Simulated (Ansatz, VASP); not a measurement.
## Two plane-wave programs on Si

Contents of POSCAR:

```
Si
1.0
    0.0000000000      2.7221188962      2.6989808855
    2.7221188962      0.0000000000      2.6989808855
    2.7221188962      2.7221188962      0.0000000000
Si
2
Direct
    0.0000000000      0.0000000000      0.0000000000
    0.2500000000      0.2500000000      0.2500000000
```

The input INCAR.step1:

```
ALGO     = Normal         # electronic algorithm
EDIFF    = 1E-5           # SCF threshold, eV
ENCUT    = 520            # plane-wave cutoff, eV
GGA      = PE             # functional
ISIF     = 2              # what is computed and relaxed
ISMEAR   = 0              # smearing method
LASPH    = True           # aspherical terms in the spheres
LCHARG   = False          # write CHGCAR
LREAL    = False          # projectors in reciprocal space
LWAVE    = True           # write WAVECAR
NBANDS   = 11             # bands
NELM     = 80             # most SCF steps
PREC     = Accurate       # precision mode
SIGMA    = 0.01           # smearing width, eV
```

INCAR.step2

```
ALGO     = Normal         # electronic algorithm
EDIFF    = 1E-6           # SCF threshold, eV
ENCUT    = 520            # plane-wave cutoff, eV
GGA      = PE             # functional
HFSCREEN = 0.2079         # screening, 1/A
ISIF     = 2              # what is computed and relaxed
ISMEAR   = 0              # smearing method
ISTART   = 1            
LASPH    = True           # aspherical terms in the spheres
LCHARG   = False          # write CHGCAR
LHFCALC  = True           # exact exchange
LREAL    = False          # projectors in reciprocal space
LWAVE    = False          # write WAVECAR
NBANDS   = 11             # bands
NELM     = 80             # most SCF steps
PREC     = Accurate       # precision mode
PRECFOCK = Normal       
SIGMA    = 0.01           # smearing width, eV
```

The input KPOINTS:

```
k-points
0
Gamma
  6 6 6
```

Input for Ansatz:

```yaml
crystal:
  lattice:
    - [0.0, 2.7221188962, 2.6989808855]
    - [2.7221188962, 0.0, 2.6989808855]
    - [2.7221188962, 2.7221188962, 0.0]
  atoms:
    - { symbol: Si, position: [0.0, 0.0, 0.0] }
    - { symbol: Si, position: [0.25, 0.25, 0.25] }
kpoints:
  mp_grid: { grid: [6, 6, 6] }
  band_path:
    path:
      - [0.0, 0.0, 0.0]
      - [0.5, 0.0, 0.5]
      - [0.625, 0.25, 0.625]
      - [0.375, 0.375, 0.75]
      - [0.5, 0.5, 0.5]
      - [0.5, 0.25, 0.75]
      - [0.419271, 0.419271, 0.0]
    npoints: 1
hamiltonian:
  xc: hse06
scf:
  occupations: { method: fixed }
  n_extra_bands: 4
output:
  forces: true
  stress: true
  eigenvalues: true
  write_density: true
  write_potential: true
  elf: true
  volumetric_format: npy
```

Change from the starting cell: uniaxial_z strain -0.9%.

Alike in both runs: task single point; functional HSE06; k mesh 6 × 6 × 6; no spin polarisation.

```csv
,VASP,Ansatz
version,VASP 6.6.1,Ansatz 0.2.0
potentials or method,"VASP PAW PBE potentials, release 64 (Si)","plane waves, PAW"
plane-wave cutoff (eV),520,420
occupations,"gaussian, width 0.01 eV",fixed
valence electrons in the cell,8,8
```

|  | VASP | Ansatz | Ansatz less VASP |
| --- | --- | --- | --- |
| gap on the k mesh at the Fermi level (eV) | 1.20 | 1.19 | -0.012 |
| pressure (GPa) | 0.3 | 0.7 | +0.35 |
| traceless stress, the component that is largest in VASP (GPa) | 0.60 | 0.60 | -0.005 |

Ansatz's warnings: stress exchange threshold loose, stress scf threshold loose.
